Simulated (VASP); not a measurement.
# Ir (I4_1/amd) in VASP: notebook

The runs below take Ir through single point, relaxation of shape and atoms at fixed volume, relaxation of cell and atoms, with PBE.

Everything below comes from runs of VASP 6.6.1. Logs are shortened: lines on timing, memory, paths and dates and some standing lists are left out, and cuts for length are marked.

## Step 1: The cell of the first run

It takes space group I4_1/amd (No. 141, tetragonal). The conventional cell has a = 4.308 Å, b = 4.308 Å, c = 2.377 Å, α = 90.00°, β = 90.00°, γ = 90.00°. Within 3.0 Å of Ir (site symmetry -4m2) lie 10 Ir at 2.23 to 2.80 Å.

## Step 2: Single point, PBE (volume scaled by 0.68)

Input file INCAR:

```
PREC = Accurate
ENCUT = 520
EDIFF = 1E-6
ISMEAR = -1
SIGMA = 0.05
LREAL = False
LASPH = True
NELM = 80
ALGO = Normal
ISIF = 2
LWAVE = False
LCHARG = False
GGA = PE
NBANDS = 16
```

Input file KPOINTS:

```
Automatic mesh
0
Gamma
  18 18 18
```

Input file POSCAR:

```
Ir
1.0
   -2.1541042379      2.1541042379      1.1882638853
    2.1541042379     -2.1541042379      1.1882638853
    2.1541042379      2.1541042379     -1.1882638853
Ir
2
Direct
   -0.3750000000     -0.1250000000     -0.2500000000
    0.3750000000      0.1250000000      0.2500000000
```

Potentials or basis: VASP PAW PBE potentials, release 64 (Ir).

Started as:

```bash
> cat potpaw_PBE.64/Ir/POTCAR > POTCAR
> mpirun -np 1 vasp_std > vasp.out
```

OUTCAR:

```text
PREC = Accurate
   ENCUT = 520
   EDIFF = 1E-6
   ISMEAR = -1
   LREAL = False
   LASPH = True
   NELM = 80
   ISIF = 2
   GGA = PE

 ion  position               nearest neighbor table
   1  0.625  0.875  0.750-   2 2.23   2 2.23   2 2.23   2 2.23   2 2.80   2 2.80   2 2.80   2 2.80

   2  0.375  0.125  0.250-   1 2.23   1 2.23   1 2.23   1 2.23   1 2.80   1 2.80   1 2.80   1 2.80

  LATTYP: Found a body centered tetragonal cell.
 ALAT       =     4.3082084758
 C/A-ratio  =     0.5516278481

  Lattice vectors:

 A1 = (  -2.1541042379,   2.1541042379,   1.1882638853)
 A2 = (   2.1541042379,  -2.1541042379,   1.1882638853)
 A3 = (   2.1541042379,   2.1541042379,  -1.1882638853)

Analysis of symmetry for initial positions (statically):
=====================================================================
 Subroutine PRICEL returns:
 Original cell was already a primitive cell.

 Routine SETGRP: Setting up the symmetry group for a
 body centered tetragonal supercell.

 Subroutine GETGRP returns: Found 16 space group operations
 (whereof  4 operations were pure point group operations)
 out of a pool of 16 trial point group operations.

The static configuration has the point symmetry C_2h.
 The point group associated with its full space group is D_4h.

Analysis of symmetry for dynamics (positions and initial velocities):
=====================================================================
 Subroutine PRICEL returns:
 Original cell was already a primitive cell.

 Routine SETGRP: Setting up the symmetry group for a
 body centered tetragonal supercell.

 Subroutine GETGRP returns: Found 16 space group operations
 (whereof  4 operations were pure point group operations)
 out of a pool of 16 trial point group operations.

The dynamic configuration has the point symmetry C_2h.
 The point group associated with its full space group is D_4h.

 Subroutine INISYM returns: Found 16 space group operations
 (whereof  4 operations are pure point group operations),
 and found     1 'primitive' translations

----------------------------------------------------------------------------------------

                                     Primitive cell

  volume of cell :      22.0550

  direct lattice vectors                    reciprocal lattice vectors
    -2.154104238  2.154104238  1.188263885     0.000000000  0.232115044  0.420781954
     2.154104238 -2.154104238  1.188263885     0.232115044  0.000000000  0.420781954
     2.154104238  2.154104238 -1.188263885     0.232115044  0.232115044  0.000000000

  length of vectors
     3.269908439  3.269908439  3.269908439     0.480556809  0.480556809  0.328260243

  position of ions in fractional coordinates (direct lattice)
     0.625000000  0.875000000  0.750000000
     0.375000000  0.125000000  0.250000000

  ion indices of the primitive-cell ions
   primitive index   ion index
                 1           1
                 2           2

----------------------------------------------------------------------------------------

 KPOINTS: Automatic mesh

Automatic generation of k-mesh.
 Grid dimensions read from file:
 generate k-points for:   18   18   18

 Generating k-lattice:

  Cartesian coordinates                     Fractional coordinates (reciprocal lattice)
     0.000000000  0.012895280  0.023376775     0.055555556 -0.000000000  0.000000000
     0.012895280  0.000000000  0.023376775    -0.000000000  0.055555556  0.000000000
     0.012895280  0.012895280  0.000000000     0.000000000  0.000000000  0.055555556

  Length of vectors
     0.026697601  0.026697601  0.018236680

  Shift w.r.t. Gamma in fractional coordinates (k-lattice)
     0.000000000  0.000000000  0.000000000

 Subroutine IBZKPT returns following result:
 ===========================================

 Found    480 irreducible k-points:

 Following reciprocal coordinates:
            Coordinates               Weight
  0.000000  0.000000  0.000000      1.000000
  0.055556  0.000000 -0.000000      8.000000
  0.111111  0.000000 -0.000000      8.000000
  0.166667  0.000000 -0.000000      8.000000
  0.222222 -0.000000  0.000000      8.000000
  0.277778 -0.000000  0.000000      8.000000
[... 16 lines left out ...]
 -0.277778  0.055556 -0.000000     16.000000
 -0.222222  0.055556 -0.000000     16.000000
 [... further k-points ...]
   k-points           NKPTS =    480   k-points in BZ     NKDIM =    480   number of bands    NBANDS=     16
   number of dos      NEDOS =    301   number of ions     NIONS =      2
   total plane-waves  NPLWV =  13824
   dimension x,y,z NGX =    24 NGY =   24 NGZ =   24
   dimension x,y,z NGXF=    48 NGYF=   48 NGZF=   48
   ions per type =               2
   NGX,Y,Z   is equivalent  to a cutoff of  12.20, 12.20, 12.20 a.u.
   NGXF,Y,Z  is equivalent  to a cutoff of  24.40, 24.40, 24.40 a.u.
 SYSTEM =  unknown system
   PREC   = accura    normal or accurate (medium, high low for compatibility)
   ISTART =      0    job   : 0-new  1-cont  2-samecut
   ICHARG =      2    charge: 1-file 2-atom 10-const
   ISPIN  =      1    spin polarized calculation?
   LNONCOLLINEAR =      F non collinear calculations
   LSORBIT =      F    spin-orbit coupling
   LASPH  =      T    aspherical Exc in radial PAW
   ENCUT  =  520.0 eV  38.22 Ry    6.18 a.u.   6.08  6.08  6.08*2*pi/ulx,y,z
   NELM   =     80;   NELMIN=  2; NELMDL= -5     # of ELM steps
   EDIFF  = 0.1E-05   stopping-criterion for ELM
   LREAL  =      F    real-space projection
   EDIFFG = 0.1E-04   stopping-criterion for IOM
   NSW    =      0    number of steps for IOM
   IBRION =     -1    ionic relax: 0-MD 1-quasi-New 2-CG
   NFREE  =      0    steps in history (QN), initial steepest desc. (CG)
   ISIF   =      2    stress and relaxation
   ISYM   =      2    0-nonsym 1-usesym 2-fastsym
   POTIM  = 0.5000    time-step for ionic-motion
   TEBEG  =    0.0;   TEEND  =   0.0 temperature during run
   PSTRESS=    0.0 pullay stress
   NELECT =      18.0000    total number of electrons
   NUPDOWN=      -1.0000    fix difference up-down
   EMIN   =  10.00;   EMAX   =-10.00  energy-range for DOS
   EFERMI =   0.00;   METHOD = LEGACY
   ISMEAR =    -1;   SIGMA  =   0.05  broadening in eV -4-tet -1-fermi 0-gaus
   EFERMI_NEDOS =   21; number of points for ismear=-14 and -15
   IALGO  =     38    algorithm
   IMIX   =      4    mixing-type and parameters
     AMIX     =   0.40;   BMIX     =  1.00
     AMIX_MAG =   1.60;   BMIX_MAG =  1.00
  volume/ion in A,a.u.               =      11.03        74.42
  Fermi-wavevector in a.u.,A,eV,Ry     =   1.529902  2.891095 31.845790  2.340600
  Thomas-Fermi vector in A             =   2.637459
   LORBIT       =      0    0 simple, 1 ext, 2 COOP (PROOUT), +10 PAW based schemes
   GGA     = PE    functional components
   LHFCALC =     F    Hartree Fock is set to
   AEXX    =    0.0000 exact exchange contribution
   IVDW    =     0    specifies the selected vdW correction
   LEPSILON=     F    determine dielectric tensor
   LRPA    =     F    only Hartree local field effects (RPA)
 non-spin polarized calculation
  energy-cutoff  :      520.00
  volume of cell :       22.05
 maximum number of plane-waves:       608
   NGX = 13   NGY = 13   NGZ = 13

 number of electron      18.0000003 magnetization

 Free energy of the ion-electron system (eV)
  ---------------------------------------------------
  ext. energy  EPLUGINS =         0.00000000
  ---------------------------------------------------
  free energy    TOTEN  =       -10.34107852 eV

  energy without entropy =      -10.33069933  energy(sigma->0) =      -10.33588892

 E-fermi :  15.0662     XC(G=0): -15.3911

 val. band max:       15.0653452047   @ k =  -0.2222   0.2778   0.2222
 cond. band min:      15.0694296318   @ k =  -0.4444   0.2778   0.0000
 fundamental gap:      0.0040844271
 Fermi energy:        15.0662253908

 k-point     1 :       0.0000    0.0000    0.0000
  band No.  band energies     occupation
      1       1.5434      2.00000
      2       3.4547      2.00000
      3       5.5518      2.00000
      4       6.6094      2.00000
      5       7.6804      2.00000
      6      13.2899      2.00000
[... 8 lines left out ...]
     15      33.3282      0.00000
     16      35.9248      0.00000

 k-point     2 :       0.0556    0.0000   -0.0000
  band No.  band energies     occupation
      1       1.7221      2.00000
      2       3.5493      2.00000
      3       5.5932      2.00000
      4       6.8294      2.00000
      5       7.8024      2.00000
      6      12.2233      2.00000
[... 8 lines left out ...]
     15      33.6713      0.00000
     16      35.7429      0.00000

 k-point     3 :       0.1111    0.0000   -0.0000
  band No.  band energies     occupation
      1       2.2342      2.00000
      2       3.8253      2.00000
      3       5.7333      2.00000
      4       7.4150      2.00000
      5       8.1360      2.00000
      6      10.9739      2.00000
[... 8 lines left out ...]
     15      34.6319      0.00000
     16      35.1866      0.00000

 k-point     4 :       0.1667    0.0000   -0.0000
  band No.  band energies     occupation
      1       3.0034      2.00000
      2       4.2539      2.00000
      3       5.9466      2.00000
      4       8.0157      2.00000
      5       8.7061      2.00000
      6       9.7851      2.00000
[... 8 lines left out ...]
     15      34.2409      0.00000
     16      34.7580      0.00000
[... 324 lines left out ...]
 k-point    22 :      -0.3333    0.0556    0.0000
  band No.  band energies     occupation
      1       4.8255      2.00000
      2       5.2518      2.00000
      3       6.2354      2.00000
      4       8.3284      2.00000
      5       8.8854      2.00000
      6       9.8626      2.00000
[... 8 lines left out ...]
     15      32.7520      0.00000
     16      32.9730      0.00000

 k-point    23 :      -0.2778    0.0556   -0.0000
  band No.  band energies     occupation
      1       4.1486      2.00000
      2       4.9598      2.00000
      3       6.2018      2.00000
      4       8.1566      2.00000
      5       8.8663      2.00000
      6       9.6966      2.00000
[... 8 lines left out ...]
     15      32.8840      0.00000
     16      33.2070      0.00000

 k-point    24 :      -0.2222    0.0556   -0.0000
  band No.  band energies     occupation
      1       3.2727      2.00000
      2       4.4754      2.00000
      3       6.0947      2.00000
      4       7.7967      2.00000
      5       8.5108      2.00000
      6      10.0751      2.00000
[... 8 lines left out ...]
     15      33.9404      0.00000
     16      34.2917      0.00000

 [... further k-points ...]

------------------------ aborting loop because EDIFF is reached ----------------------------------------

  FORCE on cell =-STRESS in cart. coord.  units (eV):
  Direction    XX          YY          ZZ          XY          YZ          ZX
  --------------------------------------------------------------------------------------
  -------------------------------------------------------------------------------------
  Total       36.6457884     36.6457884     37.2959504     -0.0000000      0.0000000     -0.0000000
  in kB     2662.1243134   2662.1243134   2709.3551770     -0.0000000      0.0000000     -0.0000000
  external PRESSURE =    2677.8679346 kB  Pullay stress =       0.0000000 kB

 VOLUME and BASIS-vectors are now :
 -----------------------------------------------------------------------------
  energy-cutoff  :      520.00
  volume of cell :       22.05
      direct lattice vectors                 reciprocal lattice vectors
    -2.154104238  2.154104238  1.188263885     0.000000000  0.232115044  0.420781954
     2.154104238 -2.154104238  1.188263885     0.232115044  0.000000000  0.420781954
     2.154104238  2.154104238 -1.188263885     0.232115044  0.232115044  0.000000000

 POSITION                                       TOTAL-FORCE (eV/Angst)
 -----------------------------------------------------------------------------------
      2.15410      1.07705      0.89120        -0.000000      0.000000     -0.000000
      0.00000      1.07705      0.29707         0.000000     -0.000000      0.000000
 -----------------------------------------------------------------------------------
    total drift:                               -0.000000      0.000000      0.000000

  FREE ENERGIE OF THE ION-ELECTRON SYSTEM (eV)
  ---------------------------------------------------
  free  energy   TOTEN  =       -10.3410785153 eV

  energy  without entropy=      -10.3306993346  energy(sigma->0) =      -10.33588892
```

Wall time 4.5 min (1 thread of AMD EPYC 7R13, shared host); peak memory 0.23 GiB.

What came out:

```
Free energy            : -10.3411 eV
Pressure               : 267.8 GPa
Band gap on the k mesh : zero (band 9 reaches 17.86 eV, above the bottom of band 10 at 13.21 eV)
```

Caveat: spin-orbit coupling is left out, which moves the levels of the heavy elements.

[end of part 1 of 4]
